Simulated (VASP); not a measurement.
# SiB4 (P-62m) in VASP: single point with PBE

Aim: the single point of SiB4 with PBE.

Program: VASP 6.6.1. These are calculated values, not measurements. Logs are shortened: lines on timing, memory, paths and dates and some standing lists are left out, and cuts for length are marked.

**1. The cell of the first run**

The typed cell holds 5 atoms: a = 3.334 Å, b = 3.334 Å, c = 4.228 Å, α = 90.00°, β = 90.00°, γ = 120.00°.

**2. Single point, PBE**

Contents of INCAR:

```
SYSTEM = SiB4
PREC     = Accurate       ! precision mode
ENCUT    = 520            ! plane-wave cutoff, eV
EDIFF    = 1E-6           ! SCF threshold, eV
ISMEAR   = 0              ! smearing method
SIGMA    = 0.1            ! smearing width, eV
LREAL    = .FALSE.        ! projectors in reciprocal space
LASPH    = .TRUE.         ! aspherical terms in the spheres
NELM     = 80             ! most SCF steps
ALGO     = Normal         ! electronic algorithm
ISIF     = 2              ! what is computed and relaxed
LWAVE    = .FALSE.        ! write WAVECAR
LCHARG   = .FALSE.        ! write CHGCAR
GGA      = PE             ! functional
NBANDS   = 16             ! bands
```

Contents of KPOINTS:

```
Automatic mesh
0
G
  6 6 4
  0 0 0
```

Contents of POSCAR:

```
SiB4
1.0
    3.3344488800      0.0000000000      0.0000000000
   -1.6672244400      2.8877174400      0.0000000000
    0.0000000000      0.0000000000      4.2279612300
Si B
1 4
Direct
    0.0000000000      0.0000000000      0.5000000000
    0.0000000000      0.0000000000      0.0000000000
    0.5008020000      0.0000000000      0.0000000000
    0.0000000000      0.5008020000      0.0000000000
    0.4991980000      0.4991980000      0.0000000000
```

Potentials or basis: VASP PAW PBE potentials, release 64 (Si, B).

Command:

```console
$ cat potpaw_PBE.64/Si/POTCAR potpaw_PBE.64/B/POTCAR > POTCAR
$ mpirun -np 1 vasp_std > vasp.out
```

OUTCAR:

```text
SYSTEM = SiB4
   PREC = Accurate
   ENCUT = 520
   EDIFF = 1E-6
   ISMEAR = 0
   LREAL = .FALSE.
   LASPH = .TRUE.
   NELM = 80
   ISIF = 2
   GGA = PE

 ion  position               nearest neighbor table
   1  0.000  0.000  0.500-   2 2.11   2 2.11
   2  0.000  0.000  0.000-   3 1.66   4 1.66   5 1.66   3 1.67   4 1.67   5 1.67   1 2.11   1 2.11

   3  0.501  0.000  0.000-   2 1.66   5 1.67   4 1.67   5 1.67   4 1.67   2 1.67
   4  0.000  0.501  0.000-   2 1.66   5 1.67   5 1.67   3 1.67   3 1.67   2 1.67
   5  0.499  0.499  0.000-   2 1.66   4 1.67   4 1.67   3 1.67   3 1.67   2 1.67

  LATTYP: Found a hexagonal cell.
 ALAT       =     3.3344488800
 C/A-ratio  =     1.2679640271

  Lattice vectors:

 A1 = (   3.3344488800,   0.0000000000,   0.0000000000)
 A2 = (  -1.6672244400,   2.8877174400,   0.0000000000)
 A3 = (   0.0000000000,   0.0000000000,   4.2279612300)

Analysis of symmetry for initial positions (statically):
=====================================================================
 Subroutine PRICEL returns:
 Original cell was already a primitive cell.

 Routine SETGRP: Setting up the symmetry group for a
 hexagonal supercell.

 Subroutine GETGRP returns: Found 12 space group operations
 (whereof 12 operations were pure point group operations)
 out of a pool of 24 trial point group operations.

The static configuration has the point symmetry D_3h.

Analysis of symmetry for dynamics (positions and initial velocities):
=====================================================================
 Subroutine PRICEL returns:
 Original cell was already a primitive cell.

 Routine SETGRP: Setting up the symmetry group for a
 hexagonal supercell.

 Subroutine GETGRP returns: Found 12 space group operations
 (whereof 12 operations were pure point group operations)
 out of a pool of 24 trial point group operations.

The dynamic configuration has the point symmetry D_3h.

 Subroutine INISYM returns: Found 12 space group operations
 (whereof 12 operations are pure point group operations),
 and found     1 'primitive' translations

----------------------------------------------------------------------------------------

                                     Primitive cell

  volume of cell :      40.7108

  direct lattice vectors                    reciprocal lattice vectors
     3.334448880  0.000000000  0.000000000     0.299899634  0.173147135  0.000000000
    -1.667224440  2.887717440  0.000000000     0.000000000  0.346294269  0.000000000
     0.000000000  0.000000000  4.227961230     0.000000000  0.000000000  0.236520617

  length of vectors
     3.334448880  3.334448882  4.227961230     0.346294269  0.346294269  0.236520617

  position of ions in fractional coordinates (direct lattice)
     0.000000000  0.000000000  0.500000000
     0.000000000  0.000000000  0.000000000
     0.500802000  0.000000000  0.000000000
     0.000000000  0.500802000  0.000000000
     0.499198000  0.499198000  0.000000000

  ion indices of the primitive-cell ions
   primitive index   ion index
                 1           1
                 2           2
                 3           3
                 4           4
                 5           5

----------------------------------------------------------------------------------------

 KPOINTS: Automatic mesh

Automatic generation of k-mesh.
 Grid dimensions read from file:
 generate k-points for:    6    6    4

 Generating k-lattice:

  Cartesian coordinates                     Fractional coordinates (reciprocal lattice)
     0.049983272  0.028857856  0.000000000     0.166666667  0.000000000  0.000000000
     0.000000000  0.057715712  0.000000000     0.000000000  0.166666667  0.000000000
     0.000000000  0.000000000  0.059130154     0.000000000  0.000000000  0.250000000

  Length of vectors
     0.057715712  0.057715712  0.059130154

  Shift w.r.t. Gamma in fractional coordinates (k-lattice)
     0.000000000  0.000000000  0.000000000

 Subroutine IBZKPT returns following result:
 ===========================================

 Found     21 irreducible k-points:

 Following reciprocal coordinates:
            Coordinates               Weight
  0.000000  0.000000  0.000000      1.000000
  0.166667  0.000000  0.000000      6.000000
  0.333333  0.000000  0.000000      6.000000
  0.500000  0.000000  0.000000      3.000000
  0.166667  0.166667  0.000000      6.000000
  0.333333  0.166667  0.000000     12.000000
[... 13 lines left out ...]
  0.333333  0.166667  0.500000     12.000000
  0.333333  0.333333  0.500000      2.000000
   k-points           NKPTS =     21   k-points in BZ     NKDIM =     21   number of bands    NBANDS=     16
   number of dos      NEDOS =    301   number of ions     NIONS =      5
   total plane-waves  NPLWV =  25088
   dimension x,y,z NGX =    28 NGY =   28 NGZ =   32
   dimension x,y,z NGXF=    56 NGYF=   56 NGZF=   64
   ions per type =               1   4
   NGX,Y,Z   is equivalent  to a cutoff of  13.96, 13.96, 12.58 a.u.
   NGXF,Y,Z  is equivalent  to a cutoff of  27.92, 27.92, 25.17 a.u.
 SYSTEM =  SiB4
   PREC   = accura    normal or accurate (medium, high low for compatibility)
   ISTART =      0    job   : 0-new  1-cont  2-samecut
   ICHARG =      2    charge: 1-file 2-atom 10-const
   ISPIN  =      1    spin polarized calculation?
   LNONCOLLINEAR =      F non collinear calculations
   LSORBIT =      F    spin-orbit coupling
   LASPH  =      T    aspherical Exc in radial PAW
   ENCUT  =  520.0 eV  38.22 Ry    6.18 a.u.   6.20  6.20  7.86*2*pi/ulx,y,z
   NELM   =     80;   NELMIN=  2; NELMDL= -5     # of ELM steps
   EDIFF  = 0.1E-05   stopping-criterion for ELM
   LREAL  =      F    real-space projection
   EDIFFG = 0.1E-04   stopping-criterion for IOM
   NSW    =      0    number of steps for IOM
   IBRION =     -1    ionic relax: 0-MD 1-quasi-New 2-CG
   NFREE  =      0    steps in history (QN), initial steepest desc. (CG)
   ISIF   =      2    stress and relaxation
   ISYM   =      2    0-nonsym 1-usesym 2-fastsym
   POTIM  = 0.5000    time-step for ionic-motion
   TEBEG  =    0.0;   TEEND  =   0.0 temperature during run
   PSTRESS=    0.0 pullay stress
   NELECT =      16.0000    total number of electrons
   NUPDOWN=      -1.0000    fix difference up-down
   EMIN   =  10.00;   EMAX   =-10.00  energy-range for DOS
   EFERMI =   0.00;   METHOD = LEGACY
   ISMEAR =     0;   SIGMA  =   0.10  broadening in eV -4-tet -1-fermi 0-gaus
   EFERMI_NEDOS =   21; number of points for ismear=-14 and -15
   IALGO  =     38    algorithm
   IMIX   =      4    mixing-type and parameters
     AMIX     =   0.40;   BMIX     =  1.00
     AMIX_MAG =   1.60;   BMIX_MAG =  1.00
  volume/ion in A,a.u.               =       8.14        54.95
  Fermi-wavevector in a.u.,A,eV,Ry     =   1.199163  2.266090 19.565069  1.437992
  Thomas-Fermi vector in A             =   2.335033
   LORBIT       =      0    0 simple, 1 ext, 2 COOP (PROOUT), +10 PAW based schemes
   GGA     = PE    functional components
   LHFCALC =     F    Hartree Fock is set to
   AEXX    =    0.0000 exact exchange contribution
   IVDW    =     0    specifies the selected vdW correction
   LEPSILON=     F    determine dielectric tensor
   LRPA    =     F    only Hartree local field effects (RPA)
 non-spin polarized calculation
 Gauss-broadening in eV      SIGMA  =   0.10
  energy-cutoff  :      520.00
  volume of cell :       40.71
 maximum number of plane-waves:      1112
 NGX is ok and might be reduce to    28
   NGX = 13   NGY = 13   NGZ = 15

 number of electron      16.0000000 magnetization

 Free energy of the ion-electron system (eV)
  ---------------------------------------------------
  ext. energy  EPLUGINS =         0.00000000
  ---------------------------------------------------
  free energy    TOTEN  =       -25.91588445 eV

  energy without entropy =      -25.90658528  energy(sigma->0) =      -25.91123487

 E-fermi :   9.2831     XC(G=0): -11.6548

 val. band max:        9.2753511235   @ k =   0.0000   0.0000   0.2500
 cond. band min:       9.3226584535   @ k =   0.3333   0.0000   0.5000
 fundamental gap:      0.0473073299
 Fermi energy:         9.2831334461

 k-point     1 :       0.0000    0.0000    0.0000
  band No.  band energies     occupation
      1      -9.2891      2.00000
      2      -1.0240      2.00000
      3      -0.2874      2.00000
      4      -0.2874      2.00000
      5       0.0833      2.00000
      6       1.6511      2.00000
[... 8 lines left out ...]
     15      17.9503      0.00000
     16      17.9503      0.00000

 k-point     2 :       0.1667    0.0000    0.0000
  band No.  band energies     occupation
      1      -8.9412      2.00000
      2      -1.5329      2.00000
      3      -0.5671      2.00000
      4      -0.3085      2.00000
      5      -0.0684      2.00000
      6       2.1019      2.00000
[... 8 lines left out ...]
     15      18.4150      0.00000
     16      19.7556      0.00000

 k-point     3 :       0.3333    0.0000    0.0000
  band No.  band energies     occupation
      1      -7.9124      2.00000
      2      -3.9370      2.00000
      3      -0.3519      2.00000
      4      -0.1916      2.00000
      5       0.7616      2.00000
      6       3.2903      2.00000
[... 8 lines left out ...]
     15      17.2281      0.00000
     16      21.1421      0.00000

 k-point     4 :       0.5000    0.0000    0.0000
  band No.  band energies     occupation
      1      -6.5090      2.00000
      2      -5.8835      2.00000
      3      -0.3740      2.00000
      4      -0.2431      2.00000
      5       2.2385      2.00000
      6       4.3306      2.00000
[... 8 lines left out ...]
     15      20.2373      0.00000
     16      20.6074      0.00000
[... 267 lines left out ...]
 k-point    19 :       0.1667    0.1667    0.5000
  band No.  band energies     occupation
      1      -7.9174      2.00000
      2      -2.4360      2.00000
      3      -2.2624      2.00000
      4      -2.0985      2.00000
      5       1.3322      2.00000
      6       5.7659      2.00000
[... 8 lines left out ...]
     15      15.7514      0.00000
     16      18.6485      0.00000

 k-point    20 :       0.3333    0.1667    0.5000
  band No.  band energies     occupation
      1      -6.6146      2.00000
      2      -4.6328      2.00000
      3      -2.6850      2.00000
      4      -0.6889      2.00000
      5       2.4924      2.00000
      6       3.0321      2.00000
[... 8 lines left out ...]
     15      16.8609      0.00000
     16      18.9392      0.00000

 k-point    21 :       0.3333    0.3333    0.5000
  band No.  band energies     occupation
      1      -5.3717      2.00000
      2      -4.7171      2.00000
      3      -4.7171      2.00000
      4       0.2299      2.00000
      5       3.4029      2.00000
      6       3.4029      2.00000
[... 8 lines left out ...]
     15      17.5932      0.00000
     16      18.6769      0.00000

------------------------ aborting loop because EDIFF is reached ----------------------------------------

  FORCE on cell =-STRESS in cart. coord.  units (eV):
  Direction    XX          YY          ZZ          XY          YZ          ZX
  --------------------------------------------------------------------------------------
  -------------------------------------------------------------------------------------
  Total        9.9579662      9.9579662     10.7235453      0.0000000      0.0000000      0.0000000
  in kB      391.8965801    391.8965808    422.0260082      0.0000000      0.0000000      0.0000000
  external PRESSURE =     401.9397230 kB  Pullay stress =       0.0000000 kB

 VOLUME and BASIS-vectors are now :
 -----------------------------------------------------------------------------
  energy-cutoff  :      520.00
  volume of cell :       40.71
      direct lattice vectors                 reciprocal lattice vectors
     3.334448880  0.000000000  0.000000000     0.299899634  0.173147135  0.000000000
    -1.667224440  2.887717440  0.000000000     0.000000000  0.346294269  0.000000000
     0.000000000  0.000000000  4.227961230     0.000000000  0.000000000  0.236520617

 POSITION                                       TOTAL-FORCE (eV/Angst)
 -----------------------------------------------------------------------------------
      0.00000      0.00000      2.11398        -0.000000     -0.000000     -0.000000
      0.00000      0.00000      0.00000        -0.000000     -0.000000     -0.000000
      1.66990      0.00000      0.00000        -0.070538     -0.000000     -0.000000
     -0.83495      1.44617      0.00000         0.035269     -0.061087     -0.000000
      0.83228      1.44154      0.00000         0.035269      0.061087      0.000000
 -----------------------------------------------------------------------------------
    total drift:                               -0.000000     -0.000000     -0.000000

  FREE ENERGIE OF THE ION-ELECTRON SYSTEM (eV)
  ---------------------------------------------------
  free  energy   TOTEN  =       -25.9158844541 eV

  energy  without entropy=      -25.9065852839  energy(sigma->0) =      -25.91123487
```

Run time: 10 s. Hardware: 1 thread of Intel Xeon 6975P-C, shared host; peak memory 0.16 GiB.

What came out:

- Free energy: -25.9159 eV
- Pressure: 40.2 GPa
- Largest force: 0.071 eV/Å
- Band gap on the k mesh: zero (band 8 reaches 10.65 eV, above the bottom of band 9 at 5.75 eV)

Forces in eV/Å, atoms in the order of the input:
```
Si   0.000  0.000  0.000
B    0.000  0.000  0.000
B   -0.071  0.000  0.000
B    0.035 -0.061  0.000
B    0.035  0.061  0.000
```

Caveat: the k points lie up to 0.37 Å⁻¹ apart.
